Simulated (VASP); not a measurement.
## Hf: single point with LDA

The system is Hf.

```
Hf
1.0
     0.00000    2.17995    2.17995
     2.17995    0.00000    2.17995
     2.17995    2.17995    0.00000
Hf
1
Direct
  0.00000 0.00000 0.00000
```

```yaml
Program: VASP 6.6.1
Task: single point
Functional: LDA
Potentials_or_basis: VASP PAW LDA potentials, release 64 (Hf_pv)
Cutoff: 520 eV
k_mesh: 16 × 16 × 16
Occupations: gaussian, width 0.1 eV
Spin: no spin polarisation
```

The pressure is 0.1 GPa and the band gap on the k mesh is zero (band 5 reaches 6.53 eV, above the bottom of band 6 at 4.74 eV).

Levels at points of the mesh, in eV from the Fermi level:
```csv
k point,band 3,band 4,band 5,band 6,band 7,band 8
"(0.00, 0.00, 0.00)",-29.60,-7.41,1.34,1.34,1.34,4.38
"(0.50, 0.00, 0.00)",-29.74,-3.88,1.00,1.08,1.08,6.75
"(0.50, 0.50, 0.00)",-29.98,-3.61,-2.46,3.09,6.75,7.46
```

Run time: 8 s on 1 thread of Intel(R) Xeon(R) 6975P-C (Granite Rapids), on a shared host, peak memory 0.15 GiB.

Caveat: spin-orbit coupling is left out, which moves the levels of the heavy elements.
